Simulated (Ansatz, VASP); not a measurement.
# LiCl in VASP and in Ansatz

```
Li Cl
1.0
     0.00000    2.51421    2.51421
     2.51421    0.00000    2.51421
     2.51421    2.51421    0.00000
Li Cl
1 1
Direct
  0.00000 0.00000 0.00000
  0.50000 0.50000 0.50000
```

Alike in both runs: task single point; functional PBEsol; k mesh 8 × 8 × 8; occupations gaussian, width 0.02 eV; no spin polarisation.

```csv
,VASP,Ansatz
version,VASP 6.6.1,Ansatz 0.2.0
potentials or method,"VASP PAW PBE potentials, release 64 (Li_sv, Cl), cutoff 750 eV","scalar-relativistic, plane waves, PAW"
valence electrons in the cell,10,10
```

Ansatz gave:

```
gap on the k mesh at the Fermi level (eV) : 6.48
least direct gap on the mesh (eV)         : 6.48
pressure (GPa)                            : 0.8
```

What did VASP give for the same quantities?

gap on the k mesh at the Fermi level (eV): 6.48; least direct gap on the mesh (eV): 6.48; pressure (GPa): 0.7.

VASP's potentials were made for PBE, not for PBEsol.
